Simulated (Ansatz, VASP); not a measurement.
**One calculation of Sb, two programs**

The input INCAR:

```
ALGO = Normal ; EDIFF = 1E-6
ENCUT = 500 ; GGA = PE
GGA_COMPAT = F ; ISIF = 2
ISMEAR = -1 ; LASPH = T
LCHARG = T ; LELF = T
LREAL = F ; LVHAR = T
LWAVE = F ; NBANDS = 8
NELM = 120 ; PREC = Accurate
SIGMA = 0.1
```

File KPOINTS:

```
k-points
0
Gamma
  12 12 12
```

Contents of POSCAR:

```
Sb
1.0
    0.0000000000      2.3688850000      2.3688850000
    2.3688850000      0.0000000000      2.3688850000
    2.3688850000      2.3688850000      0.0000000000
Sb
1
Direct
    0.0000000000      0.0000000000      0.0000000000
```

Input for Ansatz:

```yaml
crystal:
  lattice:
    - [0.0, 2.368885, 2.368885]
    - [2.368885, 0.0, 2.368885]
    - [2.368885, 2.368885, 0.0]
  atoms:
    - { symbol: Sb, position: [0.0, 0.0, 0.0] }
  symmetry: { tolerance: 0.0003 }
kpoints:
  mp_grid: { grid: [12, 12, 12], shift: [0, 0, 0] }
  band_path:
    path:
      - [0.0, 0.0, 0.0]
      - [0.5, 0.0, 0.5]
      - [0.625, 0.25, 0.625]
      - [0.375, 0.375, 0.75]
      - [0.0, 0.0, 0.0]
      - [0.5, 0.5, 0.5]
      - [0.5, 0.25, 0.75]
      - [0.5, 0.0, 0.5]
    npoints: 8
magnetization:
  spin_polarized: false
scf:
  occupations: { method: fermi_dirac }
  lower_state_search: "off"
  max_iter: 200
hamiltonian:
  pseudopotentials: { kind: paw }
  xc: pbe
basis:
  ecutwfc: 420
  fft_grid_basis: typed
output:
  forces: true
  stress: true
  eigenvalues: true
  bader: true
  populations: true
  elf: true
  write_potential: true
  volumetric_format: npy
  dos:
    e_range: [-12, 8]
    de: 0.05
    projected: { site_lists: { Sb: [Sb] } }
checkpoint:
  read: saved_state
```

Alike in both runs: task single point; functional PBE; k mesh 12 × 12 × 12; no spin polarisation.

|  | VASP | Ansatz |
| --- | --- | --- |
| version | VASP 6.6.1 | Ansatz 0.2.0 |
| potentials or method | VASP PAW PBE potentials, release 64 (Sb), cutoff 500 eV | PAW plane waves |
| occupations | fermi-dirac, width 0.1 eV | fermi-dirac |
| valence electrons in the cell | 5 | 15 |

VASP gave:

```
pressure (GPa) : 2.2
```

Task: Estimate Ansatz's values.

Result: Pressure (GPa): 2.3.

VASP's potentials hold 5 valence electrons a cell and Ansatz's 15, so a difference there can come from the potentials and not from the codes.

Neither program's run includes spin-orbit coupling.
